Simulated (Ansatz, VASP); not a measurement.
SnSe: VASP beside Ansatz

Contents of POSCAR:

```
SnSe
1.0
    4.2853274191      0.0000000000      0.0000000000
    0.0000000000      4.2853274191      0.0000000000
    0.0000000000      0.0000000000     10.9906921300
Sn Se
2 2
Direct
    0.0000000000      0.5000000000      0.6277708900
    0.5000000000      0.0000000000      0.3722291100
    0.0000000000      0.5000000000      0.3839605100
    0.5000000000      0.0000000000      0.6160394900
```

The input INCAR.step1:

```
  ALGO = Normal
  EDIFF = 1E-5
  ENCUT = 520
  GGA = PE
  ISIF = 2
  ISMEAR = -1
  LASPH = T
  LREAL = F
  LWAVE = T
  NBANDS = 28
  NELM = 80
  PREC = Accurate
  SIGMA = 0.05
```

File INCAR.step2:

```
  AEXX = 0.25
  ALGO = Normal
  EDIFF = 1E-6
  ENCUT = 520
  GGA = PE
  HFSCREEN = 0.4
  ISIF = 2
  ISMEAR = -1
  ISTART = 1
  LASPH = T
  LCHARG = T
  LELF = T
  LHFCALC = T
  LREAL = F
  LVHAR = T
  LWAVE = F
  NBANDS = 28
  NELM = 80
  PREC = Accurate
  PRECFOCK = Normal
  SIGMA = 0.05
```

File KPOINTS:

```
k-points
0
Gamma
  3 3 2
```

The input input.yaml:

```yaml
crystal:
  lattice:
    - [4.2853274191, 0.0, 0.0]
    - [0.0, 4.2853274191, 0.0]
    - [0.0, 0.0, 10.99069213]
  atoms:
    - { symbol: Sn, position: [0.0, 0.5, 0.62777089] }
    - { symbol: Sn, position: [0.5, 0.0, 0.37222911] }
    - { symbol: Se, position: [0.0, 0.5, 0.38396051] }
    - { symbol: Se, position: [0.5, 0.0, 0.61603949] }
hamiltonian:
  xc: { exchange: pbe, correlation: pbe, exx: { coeff: 0.25, omega: 0.4 } }
  pseudopotentials: { kind: paw }
kpoints:
  mp_grid: { grid: [3, 3, 2] }
scf:
  occupations: { method: fermi_dirac, width: 0.05 }
output:
  forces: true
  stress: true
  eigenvalues: true
```

Alike in both runs: task single point; functional PBE-based screened hybrid with a share of 0.25 of exact exchange and HFSCREEN = 0.4; k mesh 3 × 3 × 2; occupations fermi-dirac, width 0.05 eV; no spin polarisation.

```csv
,VASP,Ansatz
version,VASP 6.6.1,Ansatz 0.2.0
potentials or method,"VASP PAW PBE potentials, release 64 (Sn_d, Se)",Ansatz PAW
plane-wave cutoff (eV),520,420
valence electrons in the cell,40,60
```

Ansatz gave:

| Quantity | Value |
| --- | --- |
| gap on the k mesh at the Fermi level (eV) | 1.77 |
| least direct gap on the mesh (eV) | 1.77 |
| rms of the force components (eV/Å) | 0.186 |

**Question.** Estimate VASP's values.

**Answer.** gap on the k mesh at the Fermi level (eV): 1.77; least direct gap on the mesh (eV): 1.78; rms of the force components (eV/Å): 0.187.

VASP's potentials were made for PBE, not for PBE-based screened hybrid. Atom by atom the forces differ by 0.002 eV/Å (rms over components). VASP's potentials hold 40 valence electrons a cell and Ansatz's 60, so a difference there can come from the potentials and not from the codes.

The k mesh is coarse, so the values compare programs but aren't converged. Noted on Ansatz's run: odd divisions of the mesh miss points on the zone boundary, where band edges often lie, so the gap on the mesh can be too wide.
